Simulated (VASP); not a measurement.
Crystal: ZnO.

```
Zn O
1.0
     3.24931    0.00000    0.00000
    -1.62465    2.81398    0.00000
     0.00000    0.00000    5.20571
Zn O
2 2
Direct
  0.66667 0.33333 0.00000
  0.33333 0.66667 0.50000
  0.33333 0.66667 0.87901
  0.66667 0.33333 0.37901
```

Base run:

```yaml
Program: VASP 6.6.1
Functional: PBE
Dispersion: D3(BJ)
Potentials_or_basis: VASP PAW PBE potentials, release 64 (Zn, O)
Cutoff: 520 eV
k_mesh: 9 × 9 × 5
Occupations: fermi-dirac, width 0.05 eV
Spin: no spin polarisation
```

Its results: band gap on the k mesh 0.79 eV; pressure 2.9 GPa; largest force 0.072 eV/Å.

Problem. The run is repeated on the same cell with these changes: dispersion from D3(BJ) to none; occupations from fermi-dirac, width 0.05 eV to gaussian, width 0.1 eV. What comes out?

Solution. Band gap on the k mesh 0.79 eV; pressure 6.0 GPa; largest force 0.074 eV/Å.

Caveats: the cell stands under pressure (at least some runs).

